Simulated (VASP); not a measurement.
# KIr12: single point with PBEsol

KIr12, a slab with vacuum:

```
CELL_PARAMETERS angstrom
5.43058 0.00000 0.00000
2.71529 4.70302 0.00000
0.00000 0.00000 15.43405
ATOMIC_POSITIONS crystal
Ir 0.16667 0.16667 0.06479
Ir 0.66667 0.16667 0.06479
Ir 0.16667 0.66667 0.06479
Ir 0.66667 0.66667 0.06479
Ir 0.83348 0.33248 0.20488
Ir 0.33494 0.33270 0.20311
Ir 0.83394 0.83292 0.20543
Ir 0.33409 0.83226 0.20547
Ir 0.00116 0.99935 0.34579
Ir 0.49873 0.00168 0.34454
Ir 0.00544 0.49476 0.34310
Ir 0.50107 0.49847 0.34549
K 0.79663 0.70215 0.52775
```

* Program: VASP 6.6.1
* Task: single point
* Functional: PBEsol
* Potentials or basis: VASP PAW PBE potentials, release 64 (Ir, K_sv)
* Cutoff: 520 eV
* k mesh: 4 × 4 × 1
* Occupations: gaussian, width 0.1 eV
* Spin: no spin polarisation
* Dipole correction: no
* Further INCAR settings: ALGO = Normal; EDIFF = 1e-06; NBANDS = 70

```
Largest force          : 0.152 eV/Å
Band gap on the k mesh : zero (an odd number of electrons rules out a gap without spin polarisation)
```

Forces on the atoms (eV/Å):
```
Ir  -0.065 -0.078 -0.088
Ir   0.063 -0.072 -0.119
Ir  -0.002  0.088 -0.068
Ir   0.021  0.018  0.043
Ir   0.001 -0.001 -0.001
Ir  -0.002  0.001  0.009
Ir   0.001  0.000 -0.003
Ir  -0.001  0.001 -0.005
Ir  -0.001 -0.001  0.058
Ir   0.000  0.000  0.055
Ir  -0.001  0.003  0.057
Ir   0.000  0.001  0.057
K   -0.014  0.040  0.004
```

Levels at points of the mesh, in eV from the Fermi level:
```tsv
k point	band 57	band 58	band 59	band 60	band 61	band 62
(0.00, 0.00, 0.00)	0.53	0.69	0.69	0.72	0.76	0.77
(0.50, 0.00, 0.00)	-0.76	-0.69	-0.54	-0.52	-0.34	-0.33
(0.50, 0.50, 0.00)	-0.73	-0.70	-0.56	-0.51	-0.35	-0.33
(0.00, 0.50, 0.00)	-0.75	-0.69	-0.54	-0.53	-0.34	-0.33
```

Wall time 16 min on 1 thread of Intel(R) Xeon(R) Platinum 8259CL CPU @ 2.50GHz (Skylake/Cascade Lake), on a shared host, peak memory 0.56 GiB.

Caveat: the PAW data sets were made with another functional, which shifts forces and pressure a little; spin-orbit coupling is left out, which moves the levels of the heavy elements.
